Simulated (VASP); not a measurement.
Set up this calculation in VASP 6.6.1, as the native input.

| Property | Result |
| --- | --- |
| Task | single point |
| Functional | PBEsol |
| Potentials or basis | VASP PAW PBE potentials, release 64 (W_sv, S) |
| Cutoff | 520 eV |
| k mesh | 8 × 8 × 1 |
| Occupations | gaussian, width 0.02 eV |
| Spin | no spin polarisation |
| Dipole correction | no |
| Further INCAR settings | ALGO = Normal; EDIFF = 1e-06; NBANDS = 49 |

The structure of WS2 lies in POSCAR:

```
WS2
1.0
    3.1892799466     -0.0245418244      0.0094448765
   -1.6158938167      2.7543110097     -0.0025461153
    0.0846645158      0.0225267146     28.5350036133
W S
3 6
Direct
    0.6849739743      0.3556432144      0.6623338414
    0.2963177032      0.6623619500      0.8830899239
    0.3399290225      0.6730352715      0.4374114061
    0.6327730888      0.2488294943      0.9405734841
    0.7096741604      0.3845132672      0.4920804753
    0.3861498754      0.6828011494      0.7121668778
    0.6191007761      0.3198080881      0.8310202070
    0.6804408431      0.3275026004      0.3819416202
    0.3668654855      0.7075846502      0.6078080724
```

This cell differs from its parent crystal: atoms moved at random and the cell strained at random.

One way to write it, as run:

INCAR

```
PREC = Accurate ; ENCUT = 520
EDIFF = 1E-6 ; ISMEAR = 0
SIGMA = 0.02 ; LREAL = F
LASPH = T ; NELM = 100
ALGO = Normal ; ISIF = 2
LWAVE = F ; LCHARG = F
GGA = PS ; NBANDS = 49
```

KPOINTS

```
regular mesh
0
Gamma
  8 8 1
```

Potentials or basis: VASP PAW PBE potentials, release 64 (W_sv, S).

Run with:

```console
$ cat potpaw_PBE.64/W_sv/POTCAR potpaw_PBE.64/S/POTCAR > POTCAR
$ mpirun -np 1 vasp_std > vasp.out
```

Results of the run:

- Largest force: 3.523 eV/Å
- Band gap on the k mesh: 1.00 eV (least direct gap 1.18 eV)

Caveat: the cell differs from its parent crystal (atoms moved at random and the cell strained at random); the PAW data sets were made with another functional, which shifts forces and pressure a little; spin-orbit coupling is left out, which moves the levels of the heavy elements.

Wall time 7 min on 1 thread of Intel(R) Xeon(R) 6975P-C (Granite Rapids), with other jobs on the host, peak memory 0.53 GiB.
